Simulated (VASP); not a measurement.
A run of VASP 6.6.1:

INCAR

```
  PREC = Accurate
  ENCUT = 520
  EDIFF = 1E-7
  ISMEAR = 0
  SIGMA = 0.02
  LREAL = False
  LASPH = True
  NELM = 60
  ALGO = Normal
  ISIF = 2
  LWAVE = False
  LCHARG = False
  GGA = PE
  NBANDS = 41
```

KPOINTS

```
regular mesh
0
Gamma
  12 12 2
```

POSCAR

```
Mg5ZnO6
1.0
    3.0187913742      0.0000000000      0.0000000000
   -1.5093956871      2.6143500188      0.0000000000
    0.0000000000      0.0000000000     14.7673278216
Mg Zn O
5 1 6
Direct
    0.3333333333      0.6666666667      0.8323042667
    0.6666666667      0.3333333333      0.1676957333
    0.3333333333      0.6666666667      0.3338966698
    0.0000000000      0.0000000000      0.5000000000
    0.6666666667      0.3333333333      0.6661033302
    0.0000000000      0.0000000000      0.0000000000
    0.6666666667      0.3333333333      0.9133950012
    0.3333333333      0.6666666667      0.0866049988
    0.0000000000      0.0000000000      0.2508633090
    0.6666666667      0.3333333333      0.4169515992
    0.3333333333      0.6666666667      0.5830484008
    0.0000000000      0.0000000000      0.7491366910
```

Potentials or basis: VASP PAW PBE potentials, release 64 (Mg, Zn, O).

The run is started by

```sh
$ cat potpaw_PBE.64/Mg/POTCAR potpaw_PBE.64/Zn/POTCAR potpaw_PBE.64/O/POTCAR > POTCAR
$ mpirun -np 1 vasp_std > vasp.out
```

Hardware: 1 thread of Intel Xeon 8259CL (shared host).

How long does it take, and how much memory?

Wall time 6.2 min on 1 thread of Intel Xeon 8259CL (shared host), peak memory 0.33 GiB. Counts: scf iterations 17, k points 38.
